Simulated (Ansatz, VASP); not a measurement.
## ZnCu: VASP beside Ansatz

INCAR

```
SYSTEM = ZnCu
PREC = Accurate
ENCUT = 520
EDIFF = 1E-6
ISMEAR = 0
SIGMA = 0.05
LREAL = .FALSE.
LASPH = .TRUE.
NELM = 80
ALGO = Fast
ISIF = 2
LWAVE = .FALSE.
LCHARG = .FALSE.
GGA = PE
NBANDS = 18
```

Contents of KPOINTS:

```
regular mesh
0
G
  12 12 12
  0 0 0
```

File POSCAR:

```
ZnCu
1.0
    2.9547841250      0.0000000000      0.0000000000
    0.0000000000      2.9547841250      0.0000000000
    0.0000000000      0.0000000000      2.9547841250
Zn Cu
1 1
Direct
    0.5000000000      0.5000000000      0.5000000000
    0.0000000000      0.0000000000      0.0000000000
```

Input for Ansatz:

```yaml
crystal:
  lattice:
    - [2.954784125, 0.0, 0.0]
    - [0.0, 2.954784125, 0.0]
    - [0.0, 0.0, 2.954784125]
  atoms:
    - { symbol: Zn, position: [0.5, 0.5, 0.5] }
    - { symbol: Cu, position: [0.0, 0.0, 0.0] }
basis:
  ecutwfc: 420
  ecutrho_ratio: 4
kpoints:
  mp_grid: { grid: [12, 12, 12] }
hamiltonian:
  xc: pbe
scf:
  occupations: { method: gaussian, width: 0.05 }
output:
  forces: true
  stress: true
  eigenvalues: true
```

Alike in both runs: task single point; functional PBE; k mesh 12 × 12 × 12; occupations gaussian, width 0.05 eV; no spin polarisation.

```csv
,VASP,Ansatz
version,VASP 6.6.1,Ansatz 0.2.0
potentials or method,"VASP PAW PBE potentials, release 64 (Zn, Cu), cutoff 520 eV","scalar-relativistic, plane waves, PAW"
valence electrons in the cell,23,31
```

|  | VASP | Ansatz | Ansatz less VASP |
| --- | --- | --- | --- |
| gap on the k mesh at the Fermi level (eV) | none | none | - |
| pressure (GPa) | 2.1 | 1.2 | -0.87 |

A gap of «none» marks a metal or a gap that the smearing closes. VASP's potentials hold 23 valence electrons a cell and Ansatz's 31, so a difference there can come from the potentials and not from the codes.
